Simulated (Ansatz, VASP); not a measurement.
## InSe: VASP beside Ansatz

INCAR

```
SYSTEM = InSe
PREC     = Accurate       ! precision mode
ENCUT    = 520            ! plane-wave cutoff, eV
EDIFF    = 1E-6           ! SCF threshold, eV
ISMEAR   = 0              ! smearing method
SIGMA    = 0.02           ! smearing width, eV
LREAL    = .FALSE.        ! projectors in reciprocal space
LASPH    = .TRUE.         ! aspherical terms in the spheres
NELM     = 80             ! most SCF steps
ALGO     = Normal         ! electronic algorithm
ISIF     = 2              ! what is computed and relaxed
LWAVE    = .FALSE.        ! write WAVECAR
LCHARG   = .FALSE.        ! write CHGCAR
LDIPOL   = .TRUE.       
IDIPOL   = 3            
DIPOL    = 0.5 0.5 0.500
GGA      = PE             ! functional
IVDW     = 12             ! dispersion correction
NBANDS   = 27             ! bands
```

File KPOINTS:

```
Automatic mesh
0
G
  9 9 1
  0 0 0
```

POSCAR

```
InSe
1.0
    4.1610000000      0.0000000000      0.0000000000
   -2.0805000000      3.6035317051      0.0000000000
    0.0000000000      0.0000000000     36.7211901288
Se In
2 2
Direct
    0.0000000000      0.0000000000      0.4218840838
    0.0000000000      0.0000000000      0.5780881714
    0.6666666667      0.3333333333      0.4594599339
    0.6666666667      0.3333333333      0.5405123784
```

Input for Ansatz:

```yaml
crystal:
  lattice:
    - [4.161, 0.0, 0.0]
    - [-2.0805, 3.6035317051, 0.0]
    - [0.0, 0.0, 36.7211901288]
  atoms:
    - { symbol: Se, position: [0.0, 0.0, 0.4218840838] }
    - { symbol: In, position: [0.6666666667, 0.3333333333, 0.4594599339] }
    - { symbol: In, position: [0.6666666667, 0.3333333333, 0.5405123784] }
    - { symbol: Se, position: [0.0, 0.0, 0.5780881714] }
  periodic: [true, true, false]
basis:
  ecutwfc: 420
kpoints:
  mp_grid: { grid: [9, 9, 1] }
hamiltonian:
  xc: pbe
  dispersion: d3bj
scf:
  occupations: { method: gaussian, width: 0.02 }
output:
  forces: true
  stress: true
  eigenvalues: true
```

Alike in both runs: task single point; functional PBE; dispersion D3(BJ); k mesh 9 × 9 × 1; occupations gaussian, width 0.02 eV; no spin polarisation.

```csv
,VASP,Ansatz
version,VASP 6.6.1,Ansatz 0.2.0
potentials or method,"VASP PAW PBE potentials, release 64 (Se, In_d), cutoff 520 eV","scalar-relativistic, plane waves, PAW"
valence electrons in the cell,38,58
```

|  | VASP | Ansatz | Ansatz less VASP |
| --- | --- | --- | --- |
| gap on the k mesh at the Fermi level (eV) | 1.34 | 1.35 | +0.008 |
| least direct gap on the mesh (eV) | 1.39 | 1.40 | +0.007 |
| rms of the force components (eV/Å) | 0.366 | 0.371 | +0.0045 |

VASP's potentials hold 38 valence electrons a cell and Ansatz's 58, so a difference there can come from the potentials and not from the codes. Ansatz's warnings: structure snapped to symmetry.
